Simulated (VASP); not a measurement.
# Si4Mo2S in VASP: further runs

Runs on Si4Mo2S. Level: PBE. Tasks: single point.

Everything below comes from runs of VASP 6.6.1. Logs are shortened: lines on timing, memory, paths and dates and some standing lists are left out, and cuts for length are marked.

## (1) The cell of the first run

The cell holds a slab with vacuum, 7 atoms: a = 3.217 Å, b = 3.217 Å, c = 21.879 Å, α = 90.00°, β = 90.00°, γ = 90.00°.

## (2) Single point, PBE

File INCAR:

```
SYSTEM = Si4Mo2S
PREC = Accurate
ENCUT = 520
EDIFF = 1E-6
ISMEAR = 0
SIGMA = 0.1
LREAL = .False.
LASPH = .True.
NELM = 60
ALGO = Fast
ISIF = 2
LWAVE = .False.
LCHARG = .True.
LDIPOL = .True.
IDIPOL = 3
DIPOL = 0.5 0.5 0.363
GGA = PE
LELF = .True.
LVHAR = .True.
LVACPOTAV = .True.
NBANDS = 34
```

File KPOINTS:

```
regular mesh
0
Gamma
  8 8 1
  0 0 0
```

File POSCAR:

```
Si4Mo2S
1.0
    3.2169717406      0.0000000000      0.0000000000
    0.0000000000      3.2169717406      0.0000000000
    0.0000000000      0.0000000000     21.8787970309
Si Mo S
4 2 1
Direct
    0.0000000000      0.0000000000      0.1828254083
    0.0000000000      0.0000000000      0.3015081460
    0.5000000000      0.5000000000      0.3593659940
    0.5000000000      0.5000000000      0.4743769512
    0.5000000000      0.5000000000      0.2421667771
    0.0000000000      0.0000000000      0.4192862009
    0.6250000000      0.7500000000      0.5590061303
```

Potentials or basis: VASP PAW PBE potentials, release 64 (Si, Mo_sv, S).

Run with:

```
cat potpaw_PBE.64/Si/POTCAR potpaw_PBE.64/Mo_sv/POTCAR potpaw_PBE.64/S/POTCAR > POTCAR
mpirun -np 1 vasp_std > vasp.out
```

OUTCAR:

```text
SYSTEM = Si4Mo2S
   PREC = Accurate
   ENCUT = 520
   EDIFF = 1E-6
   ISMEAR = 0
   LREAL = .False.
   LASPH = .True.
   NELM = 60
   ISIF = 2
   GGA = PE

 ion  position               nearest neighbor table
   1  0.000  0.000  0.183-   2 2.60   5 2.62   5 2.62   5 2.62   5 2.62
   2  0.000  0.000  0.302-   6 2.58   1 2.60   3 2.60   3 2.60   3 2.60   3 2.60   5 2.62   5 2.62
                             5 2.62   5 2.62
   3  0.500  0.500  0.359-   4 2.52   5 2.56   2 2.60   2 2.60   2 2.60   2 2.60   6 2.63   6 2.63
                             6 2.63   6 2.63
   4  0.500  0.500  0.474-   7 2.06   3 2.52   6 2.57   6 2.57   6 2.57   6 2.57
   5  0.500  0.500  0.242-   3 2.56   1 2.62   1 2.62   1 2.62   1 2.62   2 2.62   2 2.62   2 2.62
                             2 2.62
   6  0.000  0.000  0.419-   4 2.57   4 2.57   4 2.57   4 2.57   2 2.58   3 2.63   3 2.63   3 2.63
                             3 2.63
   7  0.625  0.750  0.559-   4 2.06

  LATTYP: Found a simple tetragonal cell.
 ALAT       =     3.2169717406
 C/A-ratio  =     6.8010535358

  Lattice vectors:

 A1 = (   3.2169717406,   0.0000000000,   0.0000000000)
 A2 = (   0.0000000000,   3.2169717406,   0.0000000000)
 A3 = (   0.0000000000,   0.0000000000,  21.8787970309)

Analysis of symmetry for initial positions (statically):
=====================================================================
 Subroutine PRICEL returns:
 Original cell was already a primitive cell.

 Routine SETGRP: Setting up the symmetry group for a
 simple tetragonal supercell.

 Subroutine GETGRP returns: Found  1 space group operations
 (whereof  1 operations were pure point group operations)
 out of a pool of 16 trial point group operations.

The static configuration has the point symmetry C_1 .

Analysis of symmetry for dynamics (positions and initial velocities):
=====================================================================
 Subroutine PRICEL returns:
 Original cell was already a primitive cell.

 Routine SETGRP: Setting up the symmetry group for a
 simple tetragonal supercell.

 Subroutine GETGRP returns: Found  1 space group operations
 (whereof  1 operations were pure point group operations)
 out of a pool of 16 trial point group operations.

The dynamic configuration has the point symmetry C_1 .

 Subroutine INISYM returns: Found  1 space group operations
 (whereof  1 operations are pure point group operations),
 and found     1 'primitive' translations

----------------------------------------------------------------------------------------

                                     Primitive cell

  volume of cell :     226.4216

  direct lattice vectors                    reciprocal lattice vectors
     3.216971741  0.000000000  0.000000000     0.310851347  0.000000000  0.000000000
     0.000000000  3.216971741  0.000000000     0.000000000  0.310851347  0.000000000
     0.000000000  0.000000000 21.878797031     0.000000000  0.000000000  0.045706352

  length of vectors
     3.216971741  3.216971741 21.878797031     0.310851347  0.310851347  0.045706352

  position of ions in fractional coordinates (direct lattice)
     0.000000000  0.000000000  0.182825408
     0.000000000  0.000000000  0.301508146
     0.500000000  0.500000000  0.359365994
     0.500000000  0.500000000  0.474376951
     0.500000000  0.500000000  0.242166777
     0.000000000  0.000000000  0.419286201
     0.625000000  0.750000000  0.559006130

  ion indices of the primitive-cell ions
   primitive index   ion index
                 1           1
                 2           2
                 3           3
                 4           4
                 5           5
                 6           6
                 7           7

----------------------------------------------------------------------------------------

 KPOINTS: regular mesh

Automatic generation of k-mesh.
 Grid dimensions read from file:
 generate k-points for:    8    8    1

 Generating k-lattice:

  Cartesian coordinates                     Fractional coordinates (reciprocal lattice)
     0.038856418  0.000000000  0.000000000     0.125000000  0.000000000  0.000000000
     0.000000000  0.038856418  0.000000000     0.000000000  0.125000000  0.000000000
     0.000000000  0.000000000  0.045706352     0.000000000  0.000000000  1.000000000

  Length of vectors
     0.038856418  0.038856418  0.045706352

  Shift w.r.t. Gamma in fractional coordinates (k-lattice)
     0.000000000  0.000000000  0.000000000

 Subroutine IBZKPT returns following result:
 ===========================================

 Found     34 irreducible k-points:

 Following reciprocal coordinates:
            Coordinates               Weight
  0.000000  0.000000  0.000000      1.000000
  0.125000  0.000000  0.000000      2.000000
  0.000000  0.125000  0.000000      2.000000
  0.250000  0.000000  0.000000      2.000000
  0.000000  0.250000  0.000000      2.000000
  0.375000  0.000000  0.000000      2.000000
[... 16 lines left out ...]
 -0.250000  0.250000  0.000000      2.000000
  0.375000  0.250000  0.000000      2.000000
 [... further k-points ...]
   k-points           NKPTS =     34   k-points in BZ     NKDIM =     34   number of bands    NBANDS=     34
   number of dos      NEDOS =    301   number of ions     NIONS =      7
   total plane-waves  NPLWV =  96768
   dimension x,y,z NGX =    24 NGY =   24 NGZ =  168
   dimension x,y,z NGXF=    48 NGYF=   48 NGZF=  336
   ions per type =               4   2   1
   NGX,Y,Z   is equivalent  to a cutoff of  12.40, 12.40, 12.77 a.u.
   NGXF,Y,Z  is equivalent  to a cutoff of  24.81, 24.81, 25.53 a.u.
 SYSTEM =  Si4Mo2S
   PREC   = accura    normal or accurate (medium, high low for compatibility)
   ISTART =      0    job   : 0-new  1-cont  2-samecut
   ICHARG =      2    charge: 1-file 2-atom 10-const
   ISPIN  =      1    spin polarized calculation?
   LNONCOLLINEAR =      F non collinear calculations
   LSORBIT =      F    spin-orbit coupling
   LASPH  =      T    aspherical Exc in radial PAW
   ENCUT  =  520.0 eV  38.22 Ry    6.18 a.u.   5.98  5.98 40.68*2*pi/ulx,y,z
   NELM   =     60;   NELMIN=  2; NELMDL= -5     # of ELM steps
   EDIFF  = 0.1E-05   stopping-criterion for ELM
   LREAL  =      F    real-space projection
   EDIFFG = 0.1E-04   stopping-criterion for IOM
   NSW    =      0    number of steps for IOM
   IBRION =     -1    ionic relax: 0-MD 1-quasi-New 2-CG
   NFREE  =      0    steps in history (QN), initial steepest desc. (CG)
   ISIF   =      2    stress and relaxation
   ISYM   =      2    0-nonsym 1-usesym 2-fastsym
   POTIM  = 0.5000    time-step for ionic-motion
   TEBEG  =    0.0;   TEEND  =   0.0 temperature during run
   PSTRESS=    0.0 pullay stress
   NELECT =      50.0000    total number of electrons
   NUPDOWN=      -1.0000    fix difference up-down
   EMIN   =  10.00;   EMAX   =-10.00  energy-range for DOS
   EFERMI =   0.00;   METHOD = LEGACY
   ISMEAR =     0;   SIGMA  =   0.10  broadening in eV -4-tet -1-fermi 0-gaus
   EFERMI_NEDOS =   21; number of points for ismear=-14 and -15
   IALGO  =     68    algorithm
   IMIX   =      4    mixing-type and parameters
     AMIX     =   0.40;   BMIX     =  1.00
     AMIX_MAG =   1.60;   BMIX_MAG =  1.00
  volume/ion in A,a.u.               =      32.35       218.28
  Fermi-wavevector in a.u.,A,eV,Ry     =   0.989522  1.869926 13.322200  0.979154
  Thomas-Fermi vector in A             =   2.121127
   LORBIT       =      0    0 simple, 1 ext, 2 COOP (PROOUT), +10 PAW based schemes
   GGA     = PE    functional components
   LHFCALC =     F    Hartree Fock is set to
   AEXX    =    0.0000 exact exchange contribution
   IVDW    =     0    specifies the selected vdW correction
   LEPSILON=     F    determine dielectric tensor
   LRPA    =     F    only Hartree local field effects (RPA)
 non-spin polarized calculation
 RMM-DIIS sequential band-by-band and
 Gauss-broadening in eV      SIGMA  =   0.10
  energy-cutoff  :      520.00
  volume of cell :      226.42
 maximum number of plane-waves:      6156
   NGX = 11   NGY = 11   NGZ = 81

 dipolmoment           0.000000      0.000000     -0.049537 electrons x Angstroem

 number of electron      50.0000006 magnetization

 dipolmoment           0.000000      0.000000      0.060924 electrons x Angstroem

 Free energy of the ion-electron system (eV)
  ---------------------------------------------------
  ext. energy  EPLUGINS =         0.00000000
  ---------------------------------------------------
  free energy    TOTEN  =       -48.05212927 eV

  energy without entropy =      -48.04321699  energy(sigma->0) =      -48.04767313

 E-fermi :   1.9615     XC(G=0):  -6.1222

 val. band max:        1.9257818507   @ k =   0.0000   0.0000   0.0000
 cond. band min:       2.0047518634   @ k =   0.0000   0.3750   0.0000
 fundamental gap:      0.0789700127
 Fermi energy:         1.9614989411

 k-point     1 :       0.0000    0.0000    0.0000
  band No.  band energies     occupation
      1     -58.7425      2.00000
      2     -58.6011      2.00000
      3     -32.9188      2.00000
      4     -32.8199      2.00000
      5     -32.8005      2.00000
      6     -32.7566      2.00000
[... 26 lines left out ...]
     33       6.0636      0.00000
     34       6.2958      0.00000

 k-point     2 :       0.1250    0.0000    0.0000
  band No.  band energies     occupation
      1     -58.7400      2.00000
      2     -58.5986      2.00000
      3     -32.9158      2.00000
      4     -32.8357      2.00000
      5     -32.8163      2.00000
      6     -32.7524      2.00000
[... 26 lines left out ...]
     33       6.2912      0.00000
     34       6.3895      0.00000
[... 775 lines left out ...]
     33       5.8469      0.00000
     34       6.5608      0.00000

 k-point    24 :       0.3750    0.2500    0.0000
  band No.  band energies     occupation
      1     -58.7196      2.00000
      2     -58.5784      2.00000
      3     -32.9984      2.00000
      4     -32.9292      2.00000
      5     -32.8614      2.00000
      6     -32.8526      2.00000
[... 26 lines left out ...]
     33       6.0966      0.00000
     34       6.9122      0.00000

 [... further k-points ...]

------------------------ aborting loop because EDIFF is reached ----------------------------------------

  FORCE on cell =-STRESS in cart. coord.  units (eV):
  Direction    XX          YY          ZZ          XY          YZ          ZX
  --------------------------------------------------------------------------------------
  -------------------------------------------------------------------------------------
  Total        0.2855921      0.3437729     -0.3200231     -0.3973800     -0.1060097     -0.1470215
  in kB        2.0208720      2.4325644     -2.2645086     -2.8118922     -0.7501328     -1.0403359
  external PRESSURE =       0.7296426 kB  Pullay stress =       0.0000000 kB

 VOLUME and BASIS-vectors are now :
 -----------------------------------------------------------------------------
  energy-cutoff  :      520.00
  volume of cell :      226.42
      direct lattice vectors                 reciprocal lattice vectors
     3.216971741  0.000000000  0.000000000     0.310851347  0.000000000  0.000000000
     0.000000000  3.216971741  0.000000000     0.000000000  0.310851347  0.000000000
     0.000000000  0.000000000 21.878797031     0.000000000  0.000000000  0.045706352

 POSITION                                       TOTAL-FORCE (eV/Angst)
 -----------------------------------------------------------------------------------
      0.00000      0.00000      4.00000        -0.008352     -0.009513      0.588654
      0.00000      0.00000      6.59664         0.016034      0.015655     -0.568311
      1.60849      1.60849      7.86250        -0.025909     -0.024207     -0.244812
      1.60849      1.60849     10.37880        -0.103799     -0.404740      0.650775
      1.60849      1.60849      5.29832         0.010721      0.014606     -0.079869
      0.00000      0.00000      9.17348         0.116480      0.277888     -0.304997
      2.01061      2.41273     12.23038        -0.005175      0.130311     -0.041440
 -----------------------------------------------------------------------------------
    total drift:                               -0.000055     -0.000045      0.000478

  FREE ENERGIE OF THE ION-ELECTRON SYSTEM (eV)
  ---------------------------------------------------
  free  energy   TOTEN  =       -48.0521292677 eV

  energy  without entropy=      -48.0432169898  energy(sigma->0) =      -48.04767313

 vacuum level on the upper side and lower side of the slab         7.510         6.445
```

Run time: 10 min. Hardware: 1 thread of AMD EPYC 9755, shared host; peak memory 0.41 GiB.

Results:

- Free energy: -48.0521 eV
- Largest force: 0.773 eV/Å
- Band gap on the k mesh: zero (bands 25 and 26 overlap by 0.50 eV)

Forces on the atoms (eV/Å):
```
Si  -0.008 -0.010  0.589
Si   0.016  0.016 -0.568
Si  -0.026 -0.024 -0.245
Si  -0.104 -0.405  0.651
Mo   0.011  0.015 -0.080
Mo   0.116  0.278 -0.305
S   -0.005  0.130 -0.041
```

## (3) Single point, PBE

File INCAR:

```
SYSTEM = Si4Mo2S
PREC = Accurate
ENCUT = 520
EDIFF = 1E-6
ISMEAR = 0
SIGMA = 0.1
LREAL = .FALSE.
LASPH = .TRUE.
NELM = 80
ALGO = Fast
ISIF = 2
LWAVE = .FALSE.
LCHARG = .FALSE.
LDIPOL = .TRUE.
IDIPOL = 3
DIPOL = 0.5 0.5 0.360
GGA = PE
NBANDS = 34
```

File KPOINTS:

```
regular mesh
0
G
  8 8 1
  0 0 0
```

Changes to POSCAR since step 2:

```diff
@@ -14,2 +14,2 @@
     0.0000000000      0.0000000000      0.4192862009
-    0.6250000000      0.7500000000      0.5590061303
+    0.7500000000      0.8750000000      0.5407270873
```

Potentials or basis: VASP PAW PBE potentials, release 64 (Si, Mo_sv, S).

Run with:

```
cat potpaw_PBE.64/Si/POTCAR potpaw_PBE.64/Mo_sv/POTCAR potpaw_PBE.64/S/POTCAR > POTCAR
mpirun -np 1 vasp_std > vasp.out
```

It took 8.8 min on 1 thread of AMD EPYC 9755, shared host; peak memory 0.4 GiB.

The run converged. Its results:

```
Free energy            : -48.4846 eV
Largest force          : 1.477 eV/Å
Band gap on the k mesh : zero (bands 25 and 26 overlap by 0.59 eV)
```

Forces on the atoms (eV/Å):
```
Si  -0.016  0.008  0.617
Si   0.021  0.002 -0.619
Si  -0.076 -0.015 -0.226
Si  -0.457 -1.366  0.323
Mo   0.038 -0.005 -0.277
Mo  -0.038  0.439  0.219
S    0.528  0.938 -0.038
```

Levels at points of the mesh, in eV from the Fermi level:
| k point | band 21 | band 22 | band 23 | band 24 | band 25 | band 26 | band 27 | band 28 | band 29 | band 30 |
| --- | --- | --- | --- | --- | --- | --- | --- | --- | --- | --- |
| (0.00, 0.00, 0.00) | -1.03 | -0.81 | -0.32 | 0.12 | 0.47 | 0.72 | 0.95 | 1.06 | 1.52 | 2.58 |
| (0.50, 0.00, 0.00) | -2.11 | -1.73 | -0.88 | -0.22 | -0.17 | -0.12 | 1.11 | 2.36 | 2.46 | 3.12 |
| (0.00, 0.50, 0.00) | -2.18 | -1.72 | -0.41 | -0.31 | -0.16 | -0.01 | 1.77 | 2.35 | 2.51 | 3.37 |
| (0.50, 0.50, 0.00) | -2.58 | -1.79 | -1.62 | -1.51 | -0.70 | 0.30 | 1.64 | 1.97 | 2.40 | 2.54 |

(Continued in part 2 of 2.)

The gap in the log of VASP goes by the Fermi energy; the results here count the filled bands.